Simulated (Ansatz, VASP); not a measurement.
## One calculation of NaF, two programs

```
Na F
1.0
     0.00000    2.31419    2.31419
     2.31419    0.00000    2.31419
     2.31419    2.31419    0.00000
Na F
1 1
Direct
  0.00000 0.00000 0.00000
  0.50000 0.50000 0.50000
```

Alike in both runs: functional PBE; dispersion D3(BJ); k mesh 8 × 8 × 8; occupations gaussian, width 0.02 eV; no spin polarisation.

Ansatz relaxed the structure, and its values are those at the end. VASP's run is a single point on that final structure, the one shown.

|  | VASP | Ansatz |
| --- | --- | --- |
| version | VASP 6.6.1 | Ansatz 0.2.0 |
| potentials or method | VASP PAW PBE potentials, release 64 (Na_pv, F), cutoff 600 eV | scalar-relativistic, plane waves, PAW |
| valence electrons in the cell | 14 | 16 |

VASP gave:

```
gap on the k mesh at the Fermi level (eV) : 6.32
least direct gap on the mesh (eV)         : 6.32
pressure (GPa)                            : -0.2
```

Which values does Ansatz return?

gap on the k mesh at the Fermi level (eV): 6.34; least direct gap on the mesh (eV): 6.34; pressure (GPa): 0.0.

VASP's potentials hold 14 valence electrons a cell and Ansatz's 16, so a difference there can come from the potentials and not from the codes.
